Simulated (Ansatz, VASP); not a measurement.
## Bi: VASP beside Ansatz

The input INCAR:

```
SYSTEM = Bi
  ALGO = Normal
  EDIFF = 1E-6
  ENCUT = 520
  GGA = PS
  ISIF = 2
  ISMEAR = -1
  LASPH = .True.
  LCHARG = .False.
  LREAL = .False.
  LWAVE = .False.
  NBANDS = 22
  NELM = 100
  PREC = Accurate
  SIGMA = 0.03
```

The input KPOINTS:

```
k-points
0
Gamma
  9 9 3
  0 0 0
```

The input POSCAR:

```
Bi
1.0
    4.5390002997      0.0000000000      0.0000000000
   -2.2695001499      3.9308895674      0.0000000000
    0.0000000000      0.0000000000     12.0655800000
Bi
2
Direct
    0.3333333333      0.6666666667      0.2500000000
    0.6666666667      0.3333333333      0.7500000000
```

Input for Ansatz:

```yaml
crystal:
  lattice:
    - [4.5390002997, 0.0, 0.0]
    - [-2.2695001499, 3.9308895674, 0.0]
    - [0.0, 0.0, 12.06558]
  atoms:
    - { symbol: Bi, position: [0.3333333333, 0.6666666667, 0.25] }
    - { symbol: Bi, position: [0.6666666667, 0.3333333333, 0.75] }
kpoints:
  mp_grid: { grid: [9, 9, 3] }
  band_path:
    path:
      - [0.0, 0.0, 0.0]
      - [0.5, 0.0, 0.0]
      - [0.3333333333, 0.3333333333, 0.0]
      - [0.0, 0.0, 0.0]
      - [0.0, 0.0, 0.5]
      - [0.5, 0.0, 0.5]
      - [0.3333333333, 0.3333333333, 0.5]
      - [0.0, 0.0, 0.5]
      - [0.5, 0.0, 0.5]
    npoints: 5
scf:
  occupations: { method: fermi_dirac, width: 0.03 }
hamiltonian:
  xc: pbesol
  pseudopotentials: { kind: all_electron, lapw: { basis_error: 0.0005 } }
output:
  forces: true
  stress: true
  eigenvalues: true
```

Change from the starting cell: zz strain of +2 %.

Alike in both runs: task single point; functional PBEsol; k mesh 9 × 9 × 3; occupations fermi-dirac, width 0.03 eV; no spin polarisation.

|  | VASP | Ansatz |
| --- | --- | --- |
| version | VASP 6.6.1 | Ansatz 0.2.0 |
| potentials or method | VASP PAW PBE potentials, release 64 (Bi_d), cutoff 520 eV | all-electron LAPW, scalar-relativistic |

```csv
,VASP,Ansatz,Ansatz less VASP
pressure (GPa),-3.5,-3.4,+0.02
"traceless stress, the component that is largest in VASP (GPa)",3.15,3.16,+0.002
```

VASP's potentials were made for PBE, not for PBEsol. Ansatz ran all-electron here, and VASP with PAW potentials.

Spin-orbit coupling is off throughout.
